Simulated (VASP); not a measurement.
Wanted: the native input for a VASP 6.6.1 run.

- Task: single point
- Functional: PBE
- Potentials or basis: VASP PAW PBE potentials, release 64 (Nb_sv, B, N)
- Cutoff: 520 eV
- k mesh: 4 × 4 × 4
- Occupations: gaussian, width 0.1 eV
- Spin: no spin polarisation
- Dipole correction: no
- Further INCAR settings: ALGO = Normal; EDIFF = 1e-06; NBANDS = 41

The structure of Nb3BN4 lies in POSCAR:

```
Nb3BN4
1.0
    4.4889053600      0.0000000000      0.0000000000
    0.0000000000      4.4889053600      0.0000000000
    0.0000000000      0.0000000000      4.4889053600
Nb B N
3 1 4
Direct
    0.0000000000      0.5000000000      0.5000000000
    0.5000000000      0.5000000000      0.0000000000
    0.5000000000      0.0000000000      0.5000000000
    0.0000000000      0.0000000000      0.0000000000
    0.2526776800      0.7473223200      0.7473223200
    0.7473223200      0.7473223200      0.2526776800
    0.7473223200      0.2526776800      0.7473223200
    0.2526776800      0.2526776800      0.2526776800
```

The cell was built from a structure type or drawn by symmetry, and may not be a known phase.

The input as run:

INCAR

```
PREC = Accurate
ENCUT = 520
EDIFF = 1E-6
ISMEAR = 0
SIGMA = 0.1
LREAL = False
LASPH = True
NELM = 100
ALGO = Normal
ISIF = 2
LWAVE = False
LCHARG = True
GGA = PE
LELF = True
LVHAR = True
NBANDS = 41
```

KPOINTS

```
regular mesh
0
Gamma
  4 4 4
```

Potentials or basis: VASP PAW PBE potentials, release 64 (Nb_sv, B, N).

Run with:

```sh
$ cat potpaw_PBE.64/Nb_sv/POTCAR potpaw_PBE.64/B/POTCAR potpaw_PBE.64/N/POTCAR > POTCAR
$ mpirun -np 1 vasp_std > vasp.out
```

It gave:

```
Pressure               : 31.8 GPa
Largest force          : 4.523 eV/Å
Band gap on the k mesh : zero (bands 31 and 32 overlap by 1.50 eV)
```

Caveat: the cell stands under pressure; forces of over 1 eV/Å act on the atoms, so gaps and moduli don't describe the material at rest.

It took 24 s on 1 thread of Intel(R) Xeon(R) 6975P-C (Granite Rapids), with other jobs on the host, peak memory 0.21 GiB.
